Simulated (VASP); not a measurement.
# AlNi3 (I4/mmm) in VASP: further runs

Runs on AlNi3. Level: PBEsol. Tasks: single point.

All numbers are computed with VASP 6.6.1; they aren't measurements. Logs are shortened: lines on timing, memory, paths and dates and some standing lists are left out, and cuts for length are marked.

### Step 1. The cell of the first run

The structure is tetragonal, space group I4/mmm (No. 139). The conventional cell has a = 3.958 Å, b = 3.958 Å, c = 5.149 Å, α = 90.00°, β = 90.00°, γ = 90.00°. Al (site symmetry 4/mmm) has 14 Ni at 2.36 to 2.80 Å within 3.1 Å. Within 3.1 Å of Ni (site symmetry -4m2) lie 4 Al at 2.36 Å and 10 Ni at 2.36 to 2.80 Å. Ni (site symmetry 4/mmm) has 8 Ni at 2.36 Å and 6 Al at 2.57 to 2.80 Å within 3.1 Å.

### Step 2. Single point, PBEsol (strain +0.000 along x and y, -0.080 along z)

Contents of INCAR:

```
PREC = Accurate
ENCUT = 520
EDIFF = 1E-6
ISMEAR = 0
SIGMA = 0.15
LREAL = False
LASPH = True
NELM = 100
ALGO = Fast
ISIF = 2
LWAVE = False
LCHARG = True
GGA = PS
LELF = True
LVHAR = True
NBANDS = 24
```

Contents of KPOINTS:

```
regular mesh
0
Gamma
  14 14 14
```

Contents of POSCAR:

```
AlNi3
1.0
    0.0000000000      2.7984078593      2.5745352306
    2.7984078593      0.0000000000      2.5745352306
    2.7984078593      2.7984078593      0.0000000000
Al Ni
1 3
Direct
    0.5000000000      0.5000000000      0.5000000000
    0.2500000000      0.2500000000      0.2500000000
    0.0000000000      0.0000000000      0.0000000000
    0.7500000000      0.7500000000      0.7500000000
```

Potentials or basis: VASP PAW PBE potentials, release 64 (Al, Ni).

Started as:

```sh
cat potpaw_PBE.64/Al/POTCAR potpaw_PBE.64/Ni/POTCAR > POTCAR
mpirun -np 1 vasp_std > vasp.out
```

OUTCAR:

```text
PREC = Accurate
   ENCUT = 520
   EDIFF = 1E-6
   ISMEAR = 0
   LREAL = False
   LASPH = True
   NELM = 100
   ISIF = 2
   GGA = PS

 ion  position               nearest neighbor table
   1  0.500  0.500  0.500-   2 2.36   2 2.36   2 2.36   2 2.36   4 2.36   4 2.36   4 2.36   4 2.36
                             3 2.57   3 2.57   3 2.80   3 2.80   3 2.80   3 2.80
   2  0.250  0.250  0.250-   3 2.36   3 2.36   3 2.36   1 2.36   3 2.36   1 2.36   1 2.36   1 2.36
                             4 2.57   4 2.57   4 2.80   4 2.80   4 2.80   4 2.80
   3  0.000  0.000  0.000-   4 2.36   4 2.36   4 2.36   2 2.36   4 2.36   2 2.36   2 2.36   2 2.36
                             1 2.57   1 2.57   1 2.80   1 2.80   1 2.80   1 2.80
   4  0.750  0.750  0.750-   1 2.36   1 2.36   1 2.36   1 2.36   3 2.36   3 2.36   3 2.36   3 2.36
                             2 2.57   2 2.57   2 2.80   2 2.80   2 2.80   2 2.80

  LATTYP: Found a body centered tetragonal cell.
 ALAT       =     3.9575463477
 C/A-ratio  =     1.3010764774

  Lattice vectors:

 A1 = (   0.0000000000,  -2.7984078593,  -2.5745352306)
 A2 = (   0.0000000000,   2.7984078593,  -2.5745352306)
 A3 = (   2.7984078593,   0.0000000000,   2.5745352306)

Analysis of symmetry for initial positions (statically):
=====================================================================
 Subroutine PRICEL returns:
 Original cell was already a primitive cell.

 Routine SETGRP: Setting up the symmetry group for a
 body centered tetragonal supercell.

 Subroutine GETGRP returns: Found 16 space group operations
 (whereof 16 operations were pure point group operations)
 out of a pool of 16 trial point group operations.

The static configuration has the point symmetry D_4h.

Analysis of symmetry for dynamics (positions and initial velocities):
=====================================================================
 Subroutine PRICEL returns:
 Original cell was already a primitive cell.

 Routine SETGRP: Setting up the symmetry group for a
 body centered tetragonal supercell.

 Subroutine GETGRP returns: Found 16 space group operations
 (whereof 16 operations were pure point group operations)
 out of a pool of 16 trial point group operations.

The dynamic configuration has the point symmetry D_4h.

 Subroutine INISYM returns: Found 16 space group operations
 (whereof 16 operations are pure point group operations),
 and found     1 'primitive' translations

----------------------------------------------------------------------------------------

                                     Primitive cell

  volume of cell :      40.3228

  direct lattice vectors                    reciprocal lattice vectors
     0.000000000  2.798407859  2.574535231    -0.178673026  0.178673026  0.194209811
     2.798407859  0.000000000  2.574535231     0.178673026 -0.178673026  0.194209811
     2.798407859  2.798407859  0.000000000     0.178673026  0.178673026 -0.194209811

  length of vectors
     3.802541019  3.802541019  3.957546348     0.318693506  0.318693506  0.318693506

  position of ions in fractional coordinates (direct lattice)
     0.500000000  0.500000000  0.500000000
     0.250000000  0.250000000  0.250000000
     0.000000000  0.000000000  0.000000000
     0.750000000  0.750000000  0.750000000

  ion indices of the primitive-cell ions
   primitive index   ion index
                 1           1
                 2           2
                 3           3
                 4           4

----------------------------------------------------------------------------------------

 KPOINTS: regular mesh

Automatic generation of k-mesh.
 Grid dimensions read from file:
 generate k-points for:   14   14   14

 Generating k-lattice:

  Cartesian coordinates                     Fractional coordinates (reciprocal lattice)
    -0.012762359  0.012762359  0.013872129     0.071428571  0.000000000  0.000000000
     0.012762359 -0.012762359  0.013872129     0.000000000  0.071428571  0.000000000
     0.012762359  0.012762359 -0.013872129     0.000000000  0.000000000  0.071428571

  Length of vectors
     0.022763822  0.022763822  0.022763822

  Shift w.r.t. Gamma in fractional coordinates (k-lattice)
     0.000000000  0.000000000  0.000000000

 Subroutine IBZKPT returns following result:
 ===========================================

 Found    244 irreducible k-points:

 Following reciprocal coordinates:
            Coordinates               Weight
  0.000000  0.000000  0.000000      1.000000
  0.071429 -0.000000  0.000000      8.000000
  0.142857 -0.000000  0.000000      8.000000
  0.214286 -0.000000  0.000000      8.000000
  0.285714 -0.000000  0.000000      8.000000
  0.357143  0.000000  0.000000      8.000000
[... 16 lines left out ...]
  0.214286  0.142857  0.000000      8.000000
  0.285714  0.142857  0.000000      8.000000
 [... further k-points ...]
   k-points           NKPTS =    244   k-points in BZ     NKDIM =    244   number of bands    NBANDS=     24
   number of dos      NEDOS =    301   number of ions     NIONS =      4
   total plane-waves  NPLWV =  23520
   dimension x,y,z NGX =    28 NGY =   28 NGZ =   30
   dimension x,y,z NGXF=    56 NGYF=   56 NGZF=   60
   ions per type =               1   3
   NGX,Y,Z   is equivalent  to a cutoff of  12.24, 12.24, 12.60 a.u.
   NGXF,Y,Z  is equivalent  to a cutoff of  24.48, 24.48, 25.20 a.u.
 SYSTEM =  unknown system
   PREC   = accura    normal or accurate (medium, high low for compatibility)
   ISTART =      0    job   : 0-new  1-cont  2-samecut
   ICHARG =      2    charge: 1-file 2-atom 10-const
   ISPIN  =      1    spin polarized calculation?
   LNONCOLLINEAR =      F non collinear calculations
   LSORBIT =      F    spin-orbit coupling
   LASPH  =      T    aspherical Exc in radial PAW
   ENCUT  =  520.0 eV  38.22 Ry    6.18 a.u.   7.07  7.07  7.36*2*pi/ulx,y,z
   NELM   =    100;   NELMIN=  2; NELMDL= -5     # of ELM steps
   EDIFF  = 0.1E-05   stopping-criterion for ELM
   LREAL  =      F    real-space projection
   EDIFFG = 0.1E-04   stopping-criterion for IOM
   NSW    =      0    number of steps for IOM
   IBRION =     -1    ionic relax: 0-MD 1-quasi-New 2-CG
   NFREE  =      0    steps in history (QN), initial steepest desc. (CG)
   ISIF   =      2    stress and relaxation
   ISYM   =      2    0-nonsym 1-usesym 2-fastsym
   POTIM  = 0.5000    time-step for ionic-motion
   TEBEG  =    0.0;   TEEND  =   0.0 temperature during run
   PSTRESS=    0.0 pullay stress
   NELECT =      33.0000    total number of electrons
   NUPDOWN=      -1.0000    fix difference up-down
   EMIN   =  10.00;   EMAX   =-10.00  energy-range for DOS
   EFERMI =   0.00;   METHOD = LEGACY
   ISMEAR =     0;   SIGMA  =   0.15  broadening in eV -4-tet -1-fermi 0-gaus
   EFERMI_NEDOS =   21; number of points for ismear=-14 and -15
   IALGO  =     68    algorithm
   IMIX   =      4    mixing-type and parameters
     AMIX     =   0.40;   BMIX     =  1.00
     AMIX_MAG =   1.60;   BMIX_MAG =  1.00
  volume/ion in A,a.u.               =      10.08        68.03
  Fermi-wavevector in a.u.,A,eV,Ry     =   1.531308  2.893752 31.904354  2.344904
  Thomas-Fermi vector in A             =   2.638670
   LORBIT       =      0    0 simple, 1 ext, 2 COOP (PROOUT), +10 PAW based schemes
   GGA     = PS    functional components
   LHFCALC =     F    Hartree Fock is set to
   AEXX    =    0.0000 exact exchange contribution
   IVDW    =     0    specifies the selected vdW correction
   LEPSILON=     F    determine dielectric tensor
   LRPA    =     F    only Hartree local field effects (RPA)
 non-spin polarized calculation
 RMM-DIIS sequential band-by-band and
 Gauss-broadening in eV      SIGMA  =   0.15
  energy-cutoff  :      520.00
  volume of cell :       40.32
 maximum number of plane-waves:      1108
   NGX = 15   NGY = 15   NGZ = 15

 number of electron      32.9999998 magnetization

 Free energy of the ion-electron system (eV)
  ---------------------------------------------------
  ext. energy  EPLUGINS =         0.00000000
  ---------------------------------------------------
  free energy    TOTEN  =       -23.86820282 eV

  energy without entropy =      -23.83915492  energy(sigma->0) =      -23.85367887

 E-fermi :  11.0487     XC(G=0): -13.4448

 val. band max:       11.0453795486   @ k =   0.4286   0.0000   0.4286
 cond. band min:      11.0515800507   @ k =   0.4286  -0.0000   0.0000
 fundamental gap:      0.0062005021
 Fermi energy:        11.0486984968

 k-point     1 :       0.0000    0.0000    0.0000
  band No.  band energies     occupation
      1       0.2310      2.00000
      2       6.8814      2.00000
      3       7.0169      2.00000
      4       7.1177      2.00000
      5       7.1177      2.00000
      6       7.3151      2.00000
[... 16 lines left out ...]
     23      19.2414      0.00000
     24      19.6629      0.00000

 k-point     2 :       0.0714   -0.0000    0.0000
  band No.  band energies     occupation
      1       0.3124      2.00000
      2       6.8631      2.00000
      3       6.9780      2.00000
      4       7.1277      2.00000
      5       7.1840      2.00000
      6       7.3442      2.00000
[... 16 lines left out ...]
     23      19.3039      0.00000
     24      19.6508      0.00000

 k-point     3 :       0.1429   -0.0000    0.0000
  band No.  band energies     occupation
      1       0.5551      2.00000
      2       6.8483      2.00000
      3       6.9262      2.00000
      4       7.0568      2.00000
      5       7.3375      2.00000
      6       7.4614      2.00000
[... 16 lines left out ...]
     23      19.4756      0.00000
     24      19.8897      0.00000
[... 514 lines left out ...]
 k-point    23 :       0.2143    0.1429    0.0000
  band No.  band energies     occupation
      1       1.0262      2.00000
      2       6.5535      2.00000
      3       7.1399      2.00000
      4       7.2727      2.00000
      5       7.4506      2.00000
      6       7.5574      2.00000
[... 16 lines left out ...]
     23      18.7454      0.00000
     24      21.6759      0.00000

 k-point    24 :       0.2857    0.1429    0.0000
  band No.  band energies     occupation
      1       1.4895      2.00000
      2       6.3521      2.00000
      3       7.1734      2.00000
      4       7.1802      2.00000
      5       7.6679      2.00000
      6       7.7059      2.00000
[... 16 lines left out ...]
     23      18.8847      0.00000
     24      21.8057      0.00000

 [... further k-points ...]
[... 5 lines left out ...]
  --------------------------------------------------------------------------------------
  -------------------------------------------------------------------------------------
  Total        4.9003481      4.9003481      5.7233454      0.0000000      0.0000000     -0.0000000
  in kB      194.7092838    194.7092838    227.4100629      0.0000000      0.0000000     -0.0000000
  external PRESSURE =     205.6095435 kB  Pullay stress =       0.0000000 kB

 VOLUME and BASIS-vectors are now :
 -----------------------------------------------------------------------------
  energy-cutoff  :      520.00
  volume of cell :       40.32
      direct lattice vectors                 reciprocal lattice vectors
     0.000000000  2.798407859  2.574535231    -0.178673026  0.178673026  0.194209811
     2.798407859  0.000000000  2.574535231     0.178673026 -0.178673026  0.194209811
     2.798407859  2.798407859  0.000000000     0.178673026  0.178673026 -0.194209811

 POSITION                                       TOTAL-FORCE (eV/Angst)
 -----------------------------------------------------------------------------------
      2.79841      2.79841      2.57454        -0.000000     -0.000000      0.000000
      1.39920      1.39920      1.28727         0.000000      0.000000      0.000000
      0.00000      0.00000      0.00000        -0.000000     -0.000000      0.000000
      4.19761      4.19761      3.86180        -0.000000     -0.000000     -0.000000
 -----------------------------------------------------------------------------------
    total drift:                                0.000000     -0.000000      0.000000

  FREE ENERGIE OF THE ION-ELECTRON SYSTEM (eV)
  ---------------------------------------------------
  free  energy   TOTEN  =       -23.8682028184 eV

  energy  without entropy=      -23.8391549224  energy(sigma->0) =      -23.85367887
```

It took 3.5 min on 1 thread of Intel Xeon Platinum 8488C (Sapphire Rapids), shared host; peak memory 0.31 GiB.

What came out:

```
Free energy : -23.8682 eV
Pressure    : 20.6 GPa
```

Caveat: the cell differs from its parent crystal (strain +0.000 along x and y, -0.080 along z); the PAW data sets were made with another functional, which shifts forces and pressure a little. Spin polarisation is off, so any magnetic state and its effect on volume and gap are missing.

### Step 3. Single point, PBEsol (strain +0.000 along x and y, -0.040 along z)

Contents of INCAR:

```
ALGO = Fast ; EDIFF = 1E-6
ENCUT = 520 ; GGA = PS
ISIF = 2 ; ISMEAR = 0
LASPH = True ; LCHARG = False
LREAL = False ; LWAVE = False
NBANDS = 24 ; NELM = 100
PREC = Accurate ; SIGMA = 0.15
```

Contents of KPOINTS:

```
k-points
0
Gamma
  14 14 14
```

POSCAR: that of step 2 with these lines changed.

```diff
@@ -2,4 +2,4 @@
 1.0
-    0.0000000000      2.7984078593      2.5745352306
-    2.7984078593      0.0000000000      2.5745352306
+    0.0000000000      2.7984078593      2.6864715449
+    2.7984078593      0.0000000000      2.6864715449
     2.7984078593      2.7984078593      0.0000000000
```

Potentials or basis: VASP PAW PBE potentials, release 64 (Al, Ni).

Started as:

```sh
cat potpaw_PBE.64/Al/POTCAR potpaw_PBE.64/Ni/POTCAR > POTCAR
mpirun -np 1 vasp_std > vasp.out
```

It took 3.4 min on 1 thread of Intel Xeon Platinum 8488C (Sapphire Rapids), shared host; peak memory 0.32 GiB.

Results (log left out):

* Free energy: -24.0381 eV
* Pressure: 9.1 GPa

Levels at points of the mesh, in eV from the Fermi level:
```csv
k point,band 14,band 15,band 16,band 17,band 18,band 19
"(0.00, 0.00, 0.00)",-0.63,-0.53,-0.48,5.51,5.64,5.64
"(0.50, 0.00, 0.00)",-0.66,-0.57,-0.43,-0.14,4.26,4.53
"(0.50, 0.50, 0.00)",-0.93,-0.68,-0.42,-0.42,-0.38,0.23
"(0.50, 0.00, 0.50)",-0.78,-0.54,-0.40,-0.38,-0.31,-0.14
```

Caveat: the cell differs from its parent crystal (strain +0.000 along x and y, -0.040 along z); the PAW data sets were made with another functional, which shifts forces and pressure a little. Spin polarisation is off, so any magnetic state and its effect on volume and gap are missing.
